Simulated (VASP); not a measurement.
BaS:

```
Ba S
1.0
     0.00000    3.25639    3.25639
     3.25639    0.00000    3.25639
     3.25639    3.25639    0.00000
Ba S
1 1
Direct
  0.00000 0.00000 0.00000
  0.50000 0.50000 0.50000
```

Base run:

| Property | Result |
| --- | --- |
| Program | VASP 6.6.1 |
| Functional | r2SCAN |
| Potentials or basis | VASP PAW PBE potentials, release 64 (Ba_sv, S) |
| Cutoff | 520 eV |
| k mesh | 7 × 7 × 7 |
| Occupations | fermi-dirac, width 0.05 eV |
| Spin | no spin polarisation |

Its results: band gap on the k mesh 2.61 eV, indirect (least direct gap 2.78 eV); pressure -1.2 GPa.

After a change of settings the same cell gave: band gap on the k mesh 2.13 eV, indirect (least direct gap 2.31 eV); pressure -2.8 GPa. Which change was it?
A. functional from r2SCAN to LDA; potentials or basis from VASP PAW PBE potentials, release 64 (Ba_sv, S) to VASP PAW LDA potentials, release 64 (Ba_sv, S)
B. functional from r2SCAN to PBEsol
C. functional from r2SCAN to PBE; further incar settings from ALGO = Normal; EDIFF = 1e-06; NBANDS = 15 to ALGO = Normal; EDIFF = 1e-07; NBANDS = 15

B.

r2SCAN gives the wider gap, since meta-GGAs in the generalised Kohn-Sham scheme recover part of the derivative discontinuity.

Caveats: the PAW data sets were made with another functional, which shifts forces and pressure a little; spin-orbit coupling is left out, which moves the levels of the heavy elements.
